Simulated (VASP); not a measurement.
# AlH4 (I4/mmm) in VASP: further runs

The runs below take AlH4 through single point, relaxation of cell and atoms, with PBE.

All numbers are computed with VASP 6.6.1; they aren't measurements. Logs are shortened: lines on timing, memory, paths and dates and some standing lists are left out, and cuts for length are marked.

### 1 The cell of the first run

It takes space group I4/mmm (No. 139, tetragonal). Conventional cell: a = 3.466 Å, b = 3.466 Å, c = 6.786 Å, α = 90.00°, β = 90.00°, γ = 90.00°. Within 2.1 Å of Al (site symmetry 4/mmm) lie 6 H at 1.61 to 1.73 Å. Within 2.1 Å of H (site symmetry 4mm) lie 1 Al at 1.61 Å. H (site symmetry mmm) has 2 Al at 1.73 Å within 2.3 Å.

### 2 Single point, PBE

INCAR reads:

```
PREC     = Accurate       # precision mode
ENCUT    = 520            # plane-wave cutoff, eV
EDIFF    = 1E-6           # SCF threshold, eV
ISMEAR   = 0              # smearing method
SIGMA    = 0.1            # smearing width, eV
LREAL    = F              # projectors in reciprocal space
LASPH    = T              # aspherical terms in the spheres
NELM     = 100            # most SCF steps
ALGO     = Normal         # electronic algorithm
ISIF     = 2              # what is computed and relaxed
LWAVE    = F              # write WAVECAR
LCHARG   = T              # write CHGCAR
GGA      = PE             # functional
LELF     = T              # ELF
LVHAR    = T            
NBANDS   = 12             # bands
```

KPOINTS reads:

```
Automatic mesh
0
Gamma
  8 8 8
```

POSCAR reads:

```
AlH4
1.0
   -1.7329261700      1.7329261700      3.3931119900
    1.7329261700     -1.7329261700      3.3931119900
    1.7329261700      1.7329261700     -3.3931119900
Al H
1 4
Direct
    0.0000000000      0.0000000000      0.0000000000
    0.2370000000      0.2370000000      0.0000000000
    0.7630000000      0.7630000000      0.0000000000
    0.5000000000      0.0000000000      0.5000000000
    0.0000000000      0.5000000000      0.5000000000
```

Potentials or basis: VASP PAW PBE potentials, release 64 (Al, H).

The run is started by

```bash
> cat potpaw_PBE.64/Al/POTCAR potpaw_PBE.64/H/POTCAR > POTCAR
> mpirun -np 1 vasp_std > vasp.out
```

OUTCAR:

```text
PREC = Accurate
   ENCUT = 520
   EDIFF = 1E-6
   ISMEAR = 0
   LREAL = F
   LASPH = T
   NELM = 100
   ISIF = 2
   GGA = PE

 ion  position               nearest neighbor table
   1  0.000  0.000  0.000-   2 1.61   3 1.61   4 1.73   5 1.73   5 1.73   4 1.73
   2  0.237  0.237  0.000-   1 1.61
   3  0.763  0.763  0.000-   1 1.61
   4  0.500  0.000  0.500-   1 1.73   1 1.73
   5  0.000  0.500  0.500-   1 1.73   1 1.73

  LATTYP: Found a body centered tetragonal cell.
 ALAT       =     3.4658523400
 C/A-ratio  =     1.9580245533

  Lattice vectors:

 A1 = (  -1.7329261700,   1.7329261700,   3.3931119900)
 A2 = (   1.7329261700,  -1.7329261700,   3.3931119900)
 A3 = (   1.7329261700,   1.7329261700,  -3.3931119900)

Analysis of symmetry for initial positions (statically):
=====================================================================
 Subroutine PRICEL returns:
 Original cell was already a primitive cell.

 Routine SETGRP: Setting up the symmetry group for a
 body centered tetragonal supercell.

 Subroutine GETGRP returns: Found 16 space group operations
 (whereof 16 operations were pure point group operations)
 out of a pool of 16 trial point group operations.

The static configuration has the point symmetry D_4h.

Analysis of symmetry for dynamics (positions and initial velocities):
=====================================================================
 Subroutine PRICEL returns:
 Original cell was already a primitive cell.

 Routine SETGRP: Setting up the symmetry group for a
 body centered tetragonal supercell.

 Subroutine GETGRP returns: Found 16 space group operations
 (whereof 16 operations were pure point group operations)
 out of a pool of 16 trial point group operations.

The dynamic configuration has the point symmetry D_4h.

 Subroutine INISYM returns: Found 16 space group operations
 (whereof 16 operations are pure point group operations),
 and found     1 'primitive' translations

----------------------------------------------------------------------------------------

                                     Primitive cell

  volume of cell :      40.7585

  direct lattice vectors                    reciprocal lattice vectors
    -1.732926170  1.732926170  3.393111990     0.000000000  0.288529315  0.147357353
     1.732926170 -1.732926170  3.393111990     0.288529315  0.000000000  0.147357353
     1.732926170  1.732926170 -3.393111990     0.288529315  0.288529315  0.000000000

  length of vectors
     4.185603325  4.185603325  4.185603325     0.323980485  0.323980485  0.408042070

  position of ions in fractional coordinates (direct lattice)
     0.000000000  0.000000000  0.000000000
     0.237000000  0.237000000  0.000000000
     0.763000000  0.763000000  0.000000000
     0.500000000  0.000000000  0.500000000
     0.000000000  0.500000000  0.500000000

  ion indices of the primitive-cell ions
   primitive index   ion index
                 1           1
                 2           2
                 3           3
                 4           4
                 5           5

----------------------------------------------------------------------------------------

 KPOINTS: Automatic mesh

Automatic generation of k-mesh.
 Grid dimensions read from file:
 generate k-points for:    8    8    8

 Generating k-lattice:

  Cartesian coordinates                     Fractional coordinates (reciprocal lattice)
     0.000000000  0.036066164  0.018419669     0.125000000  0.000000000 -0.000000000
     0.036066164  0.000000000  0.018419669     0.000000000  0.125000000 -0.000000000
     0.036066164  0.036066164  0.000000000     0.000000000  0.000000000  0.125000000

  Length of vectors
     0.040497561  0.040497561  0.051005259

  Shift w.r.t. Gamma in fractional coordinates (k-lattice)
     0.000000000  0.000000000  0.000000000

 Subroutine IBZKPT returns following result:
 ===========================================

 Found     59 irreducible k-points:

 Following reciprocal coordinates:
            Coordinates               Weight
  0.000000  0.000000  0.000000      1.000000
  0.125000  0.000000 -0.000000      8.000000
  0.250000  0.000000 -0.000000      8.000000
  0.375000  0.000000  0.000000      8.000000
  0.500000  0.000000 -0.000000      4.000000
  0.125000  0.125000 -0.000000      8.000000
[... 16 lines left out ...]
  0.250000  0.125000  0.125000     16.000000
  0.375000  0.125000  0.125000      8.000000
 [... further k-points ...]
   k-points           NKPTS =     59   k-points in BZ     NKDIM =     59   number of bands    NBANDS=     12
   number of dos      NEDOS =    301   number of ions     NIONS =      5
   total plane-waves  NPLWV =  32768
   dimension x,y,z NGX =    32 NGY =   32 NGZ =   32
   dimension x,y,z NGXF=    64 NGYF=   64 NGZF=   64
   ions per type =               1   4
   NGX,Y,Z   is equivalent  to a cutoff of  12.71, 12.71, 12.71 a.u.
   NGXF,Y,Z  is equivalent  to a cutoff of  25.42, 25.42, 25.42 a.u.
 SYSTEM =  unknown system
   PREC   = accura    normal or accurate (medium, high low for compatibility)
   ISTART =      0    job   : 0-new  1-cont  2-samecut
   ICHARG =      2    charge: 1-file 2-atom 10-const
   ISPIN  =      1    spin polarized calculation?
   LNONCOLLINEAR =      F non collinear calculations
   LSORBIT =      F    spin-orbit coupling
   LASPH  =      T    aspherical Exc in radial PAW
   ENCUT  =  520.0 eV  38.22 Ry    6.18 a.u.   7.78  7.78  7.78*2*pi/ulx,y,z
   NELM   =    100;   NELMIN=  2; NELMDL= -5     # of ELM steps
   EDIFF  = 0.1E-05   stopping-criterion for ELM
   LREAL  =      F    real-space projection
   EDIFFG = 0.1E-04   stopping-criterion for IOM
   NSW    =      0    number of steps for IOM
   IBRION =     -1    ionic relax: 0-MD 1-quasi-New 2-CG
   NFREE  =      0    steps in history (QN), initial steepest desc. (CG)
   ISIF   =      2    stress and relaxation
   ISYM   =      2    0-nonsym 1-usesym 2-fastsym
   POTIM  = 0.5000    time-step for ionic-motion
   TEBEG  =    0.0;   TEEND  =   0.0 temperature during run
   PSTRESS=    0.0 pullay stress
   NELECT =       7.0000    total number of electrons
   NUPDOWN=      -1.0000    fix difference up-down
   EMIN   =  10.00;   EMAX   =-10.00  energy-range for DOS
   EFERMI =   0.00;   METHOD = LEGACY
   ISMEAR =     0;   SIGMA  =   0.10  broadening in eV -4-tet -1-fermi 0-gaus
   EFERMI_NEDOS =   21; number of points for ismear=-14 and -15
   IALGO  =     38    algorithm
   IMIX   =      4    mixing-type and parameters
     AMIX     =   0.40;   BMIX     =  1.00
     AMIX_MAG =   1.60;   BMIX_MAG =  1.00
  volume/ion in A,a.u.               =       8.15        55.01
  Fermi-wavevector in a.u.,A,eV,Ry     =   0.909986  1.719624 11.266639  0.828075
  Thomas-Fermi vector in A             =   2.034095
   LORBIT       =      0    0 simple, 1 ext, 2 COOP (PROOUT), +10 PAW based schemes
   GGA     = PE    functional components
   LHFCALC =     F    Hartree Fock is set to
   AEXX    =    0.0000 exact exchange contribution
   IVDW    =     0    specifies the selected vdW correction
   LEPSILON=     F    determine dielectric tensor
   LRPA    =     F    only Hartree local field effects (RPA)
 non-spin polarized calculation
 Gauss-broadening in eV      SIGMA  =   0.10
  energy-cutoff  :      520.00
  volume of cell :       40.76
 maximum number of plane-waves:      1109
   NGX = 15   NGY = 15   NGZ = 15

 number of electron       6.9999998 magnetization

 Free energy of the ion-electron system (eV)
  ---------------------------------------------------
  ext. energy  EPLUGINS =         0.00000000
  ---------------------------------------------------
  free energy    TOTEN  =       -14.82832297 eV

  energy without entropy =      -14.81978485  energy(sigma->0) =      -14.82405391

 E-fermi :   0.3064     XC(G=0):  -8.6870

 val. band max:        0.2774113712   @ k =   0.3750   0.1250  -0.0000
 cond. band min:       0.3164929072   @ k =  -0.1250   0.1250   0.0000
 fundamental gap:      0.0390815360
 Fermi energy:         0.3064166514

 k-point     1 :       0.0000    0.0000    0.0000
  band No.  band energies     occupation
      1      -8.3051      2.00000
      2       0.4050      0.16317
      3       0.6732      0.00000
      4       0.8779      0.00000
      5       7.3026      0.00000
      6       7.3026      0.00000
      7       8.1476      0.00000
      8      10.9234      0.00000
      9      10.9234      0.00000
     10      11.6337      0.00000
     11      13.2921      0.00000
     12      17.3071      0.00000

 k-point     2 :       0.1250    0.0000   -0.0000
  band No.  band energies     occupation
      1      -8.0882      2.00000
      2      -0.0216      2.00000
      3       0.2114      1.82078
      4       0.9835      0.00000
      5       7.2077      0.00000
      6       7.3300      0.00000
      7       8.2706      0.00000
      8      10.3972      0.00000
      9      11.2806      0.00000
     10      12.6832      0.00000
     11      15.0029      0.00000
     12      15.4860      0.00000

 k-point     3 :       0.2500    0.0000   -0.0000
  band No.  band energies     occupation
      1      -7.4475      2.00000
      2      -1.3124      2.00000
      3      -0.3459      2.00000
      4       0.8053      0.00000
      5       7.4605      0.00000
      6       7.5497      0.00000
      7       8.4931      0.00000
      8      10.4485      0.00000
      9      12.1047      0.00000
     10      13.6999      0.00000
     11      14.7232      0.00000
     12      15.2277      0.00000
[... 286 lines left out ...]
 k-point    23 :       0.2500    0.1250    0.1250
  band No.  band energies     occupation
      1      -5.7617      2.00000
      2      -2.6147      2.00000
      3      -1.0078      2.00000
      4      -0.3029      2.00000
      5       5.4176      0.00000
      6       7.4651      0.00000
      7       8.1187      0.00000
      8      11.4529      0.00000
      9      12.8364      0.00000
     10      13.6376      0.00000
     11      16.1799      0.00000
     12      18.6740      0.00000

 k-point    24 :       0.3750    0.1250    0.1250
  band No.  band energies     occupation
      1      -4.8274      2.00000
      2      -3.7185      2.00000
      3      -1.0159      2.00000
      4      -0.5116      2.00000
      5       5.4233      0.00000
      6       7.1055      0.00000
      7       9.6335      0.00000
      8       9.7480      0.00000
      9      12.8059      0.00000
     10      14.8851      0.00000
     11      17.1770      0.00000
     12      17.8353      0.00000

 [... further k-points ...]
[... 5 lines left out ...]
  --------------------------------------------------------------------------------------
  -------------------------------------------------------------------------------------
  Total        0.6967760      0.6967760      2.0061970      0.0000000      0.0000000     -0.0000000
  in kB       27.3895870     27.3895870     78.8616501      0.0000000      0.0000000     -0.0000000
  external PRESSURE =      44.5469414 kB  Pullay stress =       0.0000000 kB

 VOLUME and BASIS-vectors are now :
 -----------------------------------------------------------------------------
  energy-cutoff  :      520.00
  volume of cell :       40.76
      direct lattice vectors                 reciprocal lattice vectors
    -1.732926170  1.732926170  3.393111990     0.000000000  0.288529315  0.147357353
     1.732926170 -1.732926170  3.393111990     0.288529315  0.000000000  0.147357353
     1.732926170  1.732926170 -3.393111990     0.288529315  0.288529315  0.000000000

 POSITION                                       TOTAL-FORCE (eV/Angst)
 -----------------------------------------------------------------------------------
      0.00000      0.00000      0.00000         0.000000      0.000000     -0.000000
      0.00000      0.00000      1.60834         0.000000      0.000000      0.522635
      0.00000      0.00000      5.17789        -0.000000     -0.000000     -0.522635
      0.00000      1.73293      0.00000         0.000000      0.000000     -0.000000
      1.73293      0.00000      0.00000         0.000000      0.000000      0.000000
 -----------------------------------------------------------------------------------
    total drift:                                0.000000      0.000000     -0.000000

  FREE ENERGIE OF THE ION-ELECTRON SYSTEM (eV)
  ---------------------------------------------------
  free  energy   TOTEN  =       -14.8283229745 eV

  energy  without entropy=      -14.8197848541  energy(sigma->0) =      -14.82405391
```

Wall time 21 s (1 thread of Intel Xeon Platinum 8259CL at 2.50GHz (Skylake/Cascade Lake), shared host); peak memory 0.17 GiB.

Results:

- Free energy: -14.8283 eV
- Pressure: 4.5 GPa
- Largest force: 0.523 eV/Å

Forces on the atoms (eV/Å):
```
Al   0.000  0.000  0.000
H    0.000  0.000  0.523
H    0.000  0.000 -0.523
H    0.000  0.000  0.000
H    0.000  0.000  0.000
```

Stress tensor (GPa, compression positive):
```
2.74 0.00 0.00
0.00 2.74 0.00
0.00 0.00 7.89
```

### 3 Single point, PBE

This run uses another cell than the first one, of 10.27 Å³/atom, 1.259 times its volume.

INCAR reads:

```
SYSTEM = AlH4
PREC     = Accurate       ! precision mode
ENCUT    = 520            ! plane-wave cutoff, eV
EDIFF    = 1E-7           ! SCF threshold, eV
ISMEAR   = 0              ! smearing method
SIGMA    = 0.1            ! smearing width, eV
LREAL    = .FALSE.        ! projectors in reciprocal space
LASPH    = .TRUE.         ! aspherical terms in the spheres
NELM     = 60             ! most SCF steps
ALGO     = Normal         ! electronic algorithm
ISIF     = 2              ! what is computed and relaxed
LWAVE    = .FALSE.        ! write WAVECAR
LCHARG   = .FALSE.        ! write CHGCAR
GGA      = PE             ! functional
NBANDS   = 12             ! bands
```

KPOINTS reads:

```
regular mesh
0
G
  8 8 8
  0 0 0
```

POSCAR reads:

```
AlH4
1.0
   -1.7350769683      1.7350769683      4.2628844133
    1.7350769683     -1.7350769683      4.2628844133
    1.7350769683      1.7350769683     -4.2628844133
Al H
1 4
Direct
    0.0000000000      0.0000000000      0.0000000000
    0.1960046769      0.1960046769      0.0000000000
    0.8039953231      0.8039953231      0.0000000000
    0.5000000000      0.0000000000      0.5000000000
    0.0000000000      0.5000000000      0.5000000000
```

Potentials or basis: VASP PAW PBE potentials, release 64 (Al, H).

The run is started by

```bash
> cat potpaw_PBE.64/Al/POTCAR potpaw_PBE.64/H/POTCAR > POTCAR
> mpirun -np 1 vasp_std > vasp.out
```

It took 68 s on 1 thread of Intel Xeon Platinum 8259CL at 2.50GHz (Skylake/Cascade Lake), shared host; peak memory 0.23 GiB.

Results (log left out):

```yaml
Free_energy: -14.9434 eV
Pressure: -0.1 GPa
```

Levels at points of the mesh, in eV from the Fermi level:
```tsv
k point	band 1	band 2	band 3	band 4	band 5	band 6	band 7
(0.00, 0.00, 0.00)	-7.77	-0.84	-0.65	-0.03	6.54	6.54	7.84
(0.50, 0.00, 0.00)	-5.60	-3.85	-1.77	0.28	6.30	7.62	9.26
(0.50, 0.50, 0.00)	-3.19	-3.03	-2.97	-1.32	4.43	6.24	6.51
(0.50, 0.50, 0.50)	-7.13	-3.82	-0.10	1.20	6.07	6.07	11.68
```

### 4 Relaxation of cell and atoms, PBE

INCAR reads:

```
SYSTEM = AlH4
PREC     = Accurate       ! precision mode
ENCUT    = 600            ! plane-wave cutoff, eV
EDIFF    = 1E-7           ! SCF threshold, eV
ISMEAR   = 0              ! smearing method
SIGMA    = 0.1            ! smearing width, eV
LREAL    = .FALSE.        ! projectors in reciprocal space
LASPH    = .TRUE.         ! aspherical terms in the spheres
NELM     = 80             ! most SCF steps
ALGO     = Normal         ! electronic algorithm
ISIF     = 3              ! what is computed and relaxed
LWAVE    = .FALSE.        ! write WAVECAR
LCHARG   = .FALSE.        ! write CHGCAR
GGA      = PE             ! functional
IBRION   = 2              ! ionic algorithm
NSW      = 90             ! ionic steps
EDIFFG   = -0.04          ! ionic threshold
```

KPOINTS reads:

```
Automatic mesh
0
G
  8 8 8
  0 0 0
```

POSCAR reads:

```
AlH4
1.0
   -1.7329261700      1.7329261700      3.3931119900
    1.7329261700     -1.7329261700      3.3931119900
    1.7329261700      1.7329261700     -3.3931119900
Al H
1 4
Direct
    0.0000000000      0.0000000000      0.0000000000
    0.2370000000      0.2370000000      0.0000000000
    0.7630000000      0.7630000000      0.0000000000
    0.5000000000      0.0000000000      0.5000000000
    0.0000000000      0.5000000000      0.5000000000
```

The run is started by

```bash
> cat potpaw_PBE.64/Al/POTCAR potpaw_PBE.64/H/POTCAR > POTCAR
> mpirun -np 1 vasp_std > vasp.out
```

Run time: 1.8 min. Hardware: 1 thread of Intel Xeon Platinum 8259CL at 2.50GHz (Skylake/Cascade Lake), shared host; peak memory 0.21 GiB.

Results (log left out):

- Free energy: -14.8745 eV
- Relaxed volume: 8.66 Å³/atom
- Relaxed cell: a = 4.286 Å, b = 4.286 Å, c = 4.286 Å, α = 131.43°, β = 131.43°, γ = 71.14°
- Space group after relaxing (to 0.05 Å): I4/mmm (No. 139)
- Energy gained by relaxing: 8.9 meV/atom
- Ionic steps: 7
- Pressure after relaxing: -0.1 GPa
- Largest force after relaxing: 0.037 eV/Å

Forces on the atoms (eV/Å):
```
Al   0.000  0.000  0.000
H    0.000  0.000 -0.037
H    0.000  0.000  0.037
H    0.000  0.000  0.000
H    0.000  0.000  0.000
```

Stress tensor (GPa, compression positive):
```
-0.36  0.00  0.00
 0.00 -0.36  0.00
 0.00  0.00  0.36
```

Step by step:
```tsv
step	energy change (eV)	largest force (eV/Å)	pressure (GPa)	volume (Å³)
1	0.0000	0.5218	4.58	40.76
2	-0.0413	0.0004	0.89	42.15
3	-0.0418	0.0637	0.43	42.34
4	-0.0426	0.0592	0.33	42.50
5	-0.0440	0.0462	0.06	42.99
6	-0.0433	0.0176	-0.43	43.97
7	-0.0443	0.0369	-0.12	43.32
```

Final structure:
```cif
data_structure
_symmetry_space_group_name_H-M 'P 1'
_symmetry_Int_Tables_number 1
_cell_length_a 4.2855
_cell_length_b 4.2855
_cell_length_c 4.2855
_cell_angle_alpha 131.426
_cell_angle_beta 131.426
_cell_angle_gamma 71.137
_cell_volume 43.32
loop_
_atom_site_label
_atom_site_type_symbol
_atom_site_fract_x
_atom_site_fract_y
_atom_site_fract_z
_atom_site_occupancy
Al1 Al 0.00000 0.00000 0.00000 1
H1 H 0.23873 0.23873 0.00000 1
H2 H 0.76127 0.76127 0.00000 1
H3 H 0.50000 0.00000 0.50000 1
H4 H 0.00000 0.50000 0.50000 1
```

Levels at points of the mesh, in eV from the Fermi level:
```csv
k point,band 1,band 2,band 3,band 4,band 5,band 6
"(0.00, 0.00, 0.00)",-8.28,0.08,0.35,0.46,6.70,6.70
"(0.50, 0.00, 0.00)",-5.63,-4.31,-1.14,0.17,6.95,7.27
"(0.50, 0.50, 0.00)",-3.39,-3.26,-2.76,-1.52,3.70,5.55
"(0.50, 0.50, 0.50)",-6.50,-4.39,-0.25,0.61,5.34,5.34
```

### 5 The runs side by side

```tsv
task	cell	cutoff (eV)	gap on the mesh (eV)	pressure (GPa)	largest force (eV/Å)
single point	a = 4.186 Å, angles 131.1, 131.1, 71.7°, 5 atoms	520	none	4.5	0.52
single point	a = 4.919 Å, angles 138.7, 138.7, 59.9°, 5 atoms	520	none	-0.1	-
relaxation of cell and atoms	relaxed from a = 4.186 Å, angles 131.1, 131.1, 71.7°, 5 atoms	600	none	-0.1	0.04
```

Alike in all rows: level PBE; potentials or basis VASP PAW PBE potentials, release 64 (Al, H); no spin polarisation; k mesh 8 × 8 × 8; smearing gaussian 0.1 eV.

Absolute energies hang on the potentials; compare differences alone.
